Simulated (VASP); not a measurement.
# Cu (I4/mmm) in VASP: notebook, part 2 of 3

VASP 6.6.1. The steps go on from the part before.

## 4. Single point, r2SCAN

This run uses another cell than the first one, of 11.49 Å³/atom.

POSCAR

```
Cu
1.0
   -1.4375046973      1.4375046973      1.3899008165
    1.4375046973     -1.4375046973      1.3899008165
    1.4375046973      1.4375046973     -1.3899008165
Cu
1
Direct
    0.0000000000      0.0000000000      0.0000000000
```

INCAR.step1

```
  PREC = Accurate
  ENCUT = 520
  ISMEAR = 0
  SIGMA = 0.1
  LREAL = F
  LASPH = T
  NELM = 80
  NBANDS = 12
  GGA = PE
  ALGO = Normal
  EDIFF = 1E-4
  LWAVE = T
  LCHARG = F
```

INCAR.step2

```
  PREC = Accurate
  ENCUT = 520
  EDIFF = 1E-6
  ISMEAR = 0
  SIGMA = 0.1
  LREAL = F
  LASPH = T
  NELM = 80
  ALGO = Normal
  ISIF = 2
  LWAVE = F
  LCHARG = F
  METAGGA = R2SCAN
  LMIXTAU = T
  NBANDS = 12
  ISTART = 1
```

KPOINTS

```
regular mesh
0
Gamma
  8 8 8
```

Potentials or basis: VASP PAW PBE potentials, release 64 (Cu).

The run is started by

```console
$ cat potpaw_PBE.64/Cu/POTCAR > POTCAR
$ cp INCAR.step1 INCAR
$ mpirun -np 1 vasp_std > vasp.out
$ cp INCAR.step2 INCAR
$ mpirun -np 1 vasp_std > vasp.out
```

OUTCAR:

```text
PREC = Accurate
   ENCUT = 520
   EDIFF = 1E-6
   ISMEAR = 0
   LREAL = F
   LASPH = T
   NELM = 80
   ISIF = 2
   METAGGA = R2SCAN
   ISTART = 1

 ion  position               nearest neighbor table
   1  0.000  0.000  0.000-

  LATTYP: Found a body centered tetragonal cell.
 ALAT       =     2.8750093946
 C/A-ratio  =     0.9668843650

  Lattice vectors:

 A1 = (  -1.4375046973,   1.4375046973,   1.3899008165)
 A2 = (   1.4375046973,  -1.4375046973,   1.3899008165)
 A3 = (   1.4375046973,   1.4375046973,  -1.3899008165)

Analysis of symmetry for initial positions (statically):
=====================================================================
 Subroutine PRICEL returns:
 Original cell was already a primitive cell.

 Routine SETGRP: Setting up the symmetry group for a
 body centered tetragonal supercell.

 Subroutine GETGRP returns: Found 16 space group operations
 (whereof 16 operations were pure point group operations)
 out of a pool of 16 trial point group operations.

The static configuration has the point symmetry D_4h.

Analysis of symmetry for dynamics (positions and initial velocities):
=====================================================================
 Subroutine PRICEL returns:
 Original cell was already a primitive cell.

 Routine SETGRP: Setting up the symmetry group for a
 body centered tetragonal supercell.

 Subroutine GETGRP returns: Found 16 space group operations
 (whereof 16 operations were pure point group operations)
 out of a pool of 16 trial point group operations.

The dynamic configuration has the point symmetry D_4h.

 Subroutine INISYM returns: Found 16 space group operations
 (whereof 16 operations are pure point group operations),
 and found     1 'primitive' translations

----------------------------------------------------------------------------------------

                                     Primitive cell

  volume of cell :      11.4885

  direct lattice vectors                    reciprocal lattice vectors
    -1.437504697  1.437504697  1.389900816     0.000000000  0.347824950  0.359737899
     1.437504697 -1.437504697  1.389900816     0.347824950  0.000000000  0.359737899
     1.437504697  1.437504697 -1.389900816     0.347824950  0.347824950  0.000000000

  length of vectors
     2.462653810  2.462653810  2.462653810     0.500393398  0.500393398  0.491898762

  position of ions in fractional coordinates (direct lattice)
     0.000000000  0.000000000  0.000000000

  ion indices of the primitive-cell ions
   primitive index   ion index
                 1           1

----------------------------------------------------------------------------------------

 KPOINTS: regular mesh

Automatic generation of k-mesh.
 Grid dimensions read from file:
 generate k-points for:    8    8    8

 Generating k-lattice:

  Cartesian coordinates                     Fractional coordinates (reciprocal lattice)
     0.000000000  0.043478119  0.044967237     0.125000000  0.000000000  0.000000000
     0.043478119  0.000000000  0.044967237     0.000000000  0.125000000  0.000000000
     0.043478119  0.043478119  0.000000000     0.000000000  0.000000000  0.125000000

  Length of vectors
     0.062549175  0.062549175  0.061487345

  Shift w.r.t. Gamma in fractional coordinates (k-lattice)
     0.000000000  0.000000000  0.000000000

 Subroutine IBZKPT returns following result:
 ===========================================

 Found     59 irreducible k-points:

 Following reciprocal coordinates:
            Coordinates               Weight
  0.000000  0.000000  0.000000      1.000000
  0.125000  0.000000  0.000000      8.000000
  0.250000  0.000000  0.000000      8.000000
  0.375000  0.000000 -0.000000      8.000000
  0.500000  0.000000  0.000000      4.000000
  0.125000  0.125000  0.000000      8.000000
[... 16 lines left out ...]
  0.250000  0.125000  0.125000     16.000000
  0.375000  0.125000  0.125000      8.000000
 [... further k-points ...]
   k-points           NKPTS =     59   k-points in BZ     NKDIM =     59   number of bands    NBANDS=     12
   number of dos      NEDOS =    301   number of ions     NIONS =      1
   total plane-waves  NPLWV =   5832
   dimension x,y,z NGX =    18 NGY =   18 NGZ =   18
   dimension x,y,z NGXF=    36 NGYF=   36 NGZF=   36
   ions per type =               1
   NGX,Y,Z   is equivalent  to a cutoff of  12.15, 12.15, 12.15 a.u.
   NGXF,Y,Z  is equivalent  to a cutoff of  24.30, 24.30, 24.30 a.u.
 SYSTEM =  unknown system
   PREC   = accura    normal or accurate (medium, high low for compatibility)
   ISTART =      1    job   : 0-new  1-cont  2-samecut
   ICHARG =      0    charge: 1-file 2-atom 10-const
   ISPIN  =      1    spin polarized calculation?
   LNONCOLLINEAR =      F non collinear calculations
   LSORBIT =      F    spin-orbit coupling
   LASPH  =      T    aspherical Exc in radial PAW
   ENCUT  =  520.0 eV  38.22 Ry    6.18 a.u.   4.58  4.58  4.58*2*pi/ulx,y,z
   NELM   =     80;   NELMIN=  2; NELMDL=  0     # of ELM steps
   EDIFF  = 0.1E-05   stopping-criterion for ELM
   LREAL  =      F    real-space projection
   EDIFFG = 0.1E-04   stopping-criterion for IOM
   NSW    =      0    number of steps for IOM
   IBRION =     -1    ionic relax: 0-MD 1-quasi-New 2-CG
   NFREE  =      0    steps in history (QN), initial steepest desc. (CG)
   ISIF   =      2    stress and relaxation
   ISYM   =      2    0-nonsym 1-usesym 2-fastsym
   POTIM  = 0.5000    time-step for ionic-motion
   TEBEG  =    0.0;   TEEND  =   0.0 temperature during run
   PSTRESS=    0.0 pullay stress
   NELECT =      11.0000    total number of electrons
   NUPDOWN=      -1.0000    fix difference up-down
   EMIN   =  10.00;   EMAX   =-10.00  energy-range for DOS
   EFERMI =   0.00;   METHOD = LEGACY
   ISMEAR =     0;   SIGMA  =   0.10  broadening in eV -4-tet -1-fermi 0-gaus
   EFERMI_NEDOS =   21; number of points for ismear=-14 and -15
   IALGO  =     38    algorithm
   IMIX   =      4    mixing-type and parameters
     AMIX     =   0.40;   BMIX     =  1.00
     AMIX_MAG =   1.60;   BMIX_MAG =  1.00
  volume/ion in A,a.u.               =      11.49        77.53
  Fermi-wavevector in a.u.,A,eV,Ry     =   1.613559  3.049185 35.423772  2.603574
  Thomas-Fermi vector in A             =   2.708609
   LORBIT       =      0    0 simple, 1 ext, 2 COOP (PROOUT), +10 PAW based schemes
   METAGGA = R2SCAN    functional components
   LHFCALC =     F    Hartree Fock is set to
   AEXX    =    0.0000 exact exchange contribution
   IVDW    =     0    specifies the selected vdW correction
   LEPSILON=     F    determine dielectric tensor
   LRPA    =     F    only Hartree local field effects (RPA)
 non-spin polarized calculation
 Gauss-broadening in eV      SIGMA  =   0.10
  energy-cutoff  :      520.00
  volume of cell :       11.49
 maximum number of plane-waves:       325
   NGX =  9   NGY =  9   NGZ =  9

 number of electron      10.9999992 magnetization

 Free energy of the ion-electron system (eV)
  ---------------------------------------------------
  ext. energy  EPLUGINS =         0.00000000
  ---------------------------------------------------
  free energy    TOTEN  =       -10.75441341 eV

  energy without entropy =      -10.74941481  energy(sigma->0) =      -10.75191411

 E-fermi :   7.8073     XC(G=0): -13.9403

 val. band max:        7.7948416370   @ k =   0.5000   0.1250   0.0000
 cond. band min:       7.8574400887   @ k =   0.3750   0.1250  -0.0000
 fundamental gap:      0.0625984517
 Fermi energy:         7.8073177441

 k-point     1 :       0.0000    0.0000    0.0000
  band No.  band energies     occupation
      1      -2.1468      2.00000
      2       4.3364      2.00000
      3       4.4752      2.00000
      4       4.4754      2.00000
      5       5.4035      2.00000
      6       5.5414      2.00000
      7      33.7337      0.00000
      8      33.7337      0.00000
      9      34.6307      0.00000
     10      37.9841      0.00000
     11      38.0391      0.00000
     12      38.0392      0.00000
[... 331 lines left out ...]
 k-point    24 :       0.3750    0.1250    0.1250
  band No.  band energies     occupation
      1       2.9910      2.00000
      2       3.5577      2.00000
      3       4.6263      2.00000
      4       5.5232      2.00000
      5       5.6563      2.00000
      6      10.0252      0.00000
      7      13.0564      0.00000
      8      20.3249      0.00000
      9      20.7964      0.00000
     10      37.2594      0.00000
     11      40.4723      0.00000
     12      44.8454      0.00000

 [... further k-points ...]

------------------------ aborting loop because EDIFF is reached ----------------------------------------

  FORCE on cell =-STRESS in cart. coord.  units (eV):
  Direction    XX          YY          ZZ          XY          YZ          ZX
  --------------------------------------------------------------------------------------
  -------------------------------------------------------------------------------------
  Total        0.0536229      0.0536229      0.0442012      0.0000000     -0.0000000      0.0000000
  in kB        7.4782308      7.4782308      6.1642812      0.0000000     -0.0000000      0.0000000
  external PRESSURE =       7.0402476 kB  Pullay stress =       0.0000000 kB

 VOLUME and BASIS-vectors are now :
 -----------------------------------------------------------------------------
  energy-cutoff  :      520.00
  volume of cell :       11.49
      direct lattice vectors                 reciprocal lattice vectors
    -1.437504697  1.437504697  1.389900816     0.000000000  0.347824950  0.359737899
     1.437504697 -1.437504697  1.389900816     0.347824950  0.000000000  0.359737899
     1.437504697  1.437504697 -1.389900816     0.347824950  0.347824950  0.000000000

 POSITION                                       TOTAL-FORCE (eV/Angst)
 -----------------------------------------------------------------------------------
      0.00000      0.00000      0.00000        -0.000000     -0.000000      0.000000
 -----------------------------------------------------------------------------------
    total drift:                                0.000000     -0.000000      0.000000

  FREE ENERGIE OF THE ION-ELECTRON SYSTEM (eV)
  ---------------------------------------------------
  free  energy   TOTEN  =       -10.7544134128 eV

  energy  without entropy=      -10.7494148123  energy(sigma->0) =      -10.75191411
```

OSZICAR.step1:

```text
N       E                     dE             d eps       ncg     rms          rms(c)
DAV:   1     0.398792007475E+02    0.39879E+02   -0.54471E+03  1628   0.154E+03
DAV:   2    -0.338816651002E+01   -0.43267E+02   -0.39645E+02  1472   0.199E+02
DAV:   3    -0.455859541280E+01   -0.11704E+01   -0.11651E+01  1652   0.373E+01
DAV:   4    -0.456511361156E+01   -0.65182E-02   -0.65174E-02  1628   0.253E+00
DAV:   5    -0.456517464668E+01   -0.61035E-04   -0.61035E-04  1632   0.250E-01    0.770E+00
DAV:   6    -0.399962565028E+01    0.56555E+00   -0.13573E+01  1648   0.711E+01    0.375E+00
DAV:   7    -0.365805608690E+01    0.34157E+00   -0.21460E+00  1672   0.279E+01    0.643E-01
DAV:   8    -0.364490988741E+01    0.13146E-01   -0.53283E-03  1804   0.782E-01    0.245E-01
DAV:   9    -0.364383409664E+01    0.10758E-02   -0.62521E-03  1656   0.137E+00    0.308E-02
DAV:  10    -0.364383572963E+01   -0.16330E-05   -0.38848E-05   940   0.118E-01
   1 F= -.36438357E+01 E0= -.36411842E+01  d E =-.530299E-02
```

Run time: 32 s. Hardware: 1 thread of Intel Xeon 8259CL, shared host; peak memory 0.13 GiB.

What came out:

| Item | Value |
| --- | --- |
| Free energy | -10.7544 eV |
| Pressure | 0.7 GPa |
| Band gap on the k mesh | zero (an odd number of electrons rules out a gap without spin polarisation) |

Stress tensor (GPa, compression positive):
```
0.75 0.00 0.00
0.00 0.75 0.00
0.00 0.00 0.62
```

Caveat: the k points lie up to 0.39 Å⁻¹ apart, too coarse for converged energies and pressures of a metal; the PAW data sets were made with another functional, which shifts forces and pressure a little.

(Continued in part 3 of 3.)
